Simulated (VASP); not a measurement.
Here is a VASP 6.6.1 calculation.

INCAR

```
  PREC = Accurate
  ENCUT = 520
  EDIFF = 1E-6
  ISMEAR = 0
  SIGMA = 0.15
  LREAL = F
  LASPH = T
  NELM = 150
  ALGO = Normal
  ISIF = 2
  LWAVE = F
  LCHARG = F
  ISPIN = 2
  MAGMOM = -0.25 -0.25 -0.25 0
  LORBIT = 11
  LMAXMIX = 4
  GGA = PS
  NBANDS = 32
```

Contents of KPOINTS:

```
regular mesh
0
Gamma
  14 14 14
```

File POSCAR:

```
Co3W
1.0
    3.5505645536      0.0000000000      0.0000000000
    0.0000000000      3.5505645536      0.0000000000
    0.0000000000      0.0000000000      3.5505645536
Co W
3 1
Direct
    0.5000000000      0.5000000000      0.0000000000
    0.5000000000      0.0000000000      0.5000000000
    0.0000000000      0.5000000000      0.5000000000
    0.0000000000      0.0000000000      0.0000000000
```

Potentials or basis: VASP PAW PBE potentials, release 64 (Co, W_sv).

Launch:

```console
$ cat potpaw_PBE.64/Co/POTCAR potpaw_PBE.64/W_sv/POTCAR > POTCAR
$ mpirun -np 1 vasp_std > vasp.out
```

Problem. What does it give for the site moments?

Solution. Co -0.05; W +0.02 μB.

Problem. Estimate the net moment.

Solution. -0.13 μB per cell.

Problem. Predict the pressure.

Solution. -0.3 GPa.

Caveat: the PAW data sets were made with another functional, which shifts forces and pressure a little.
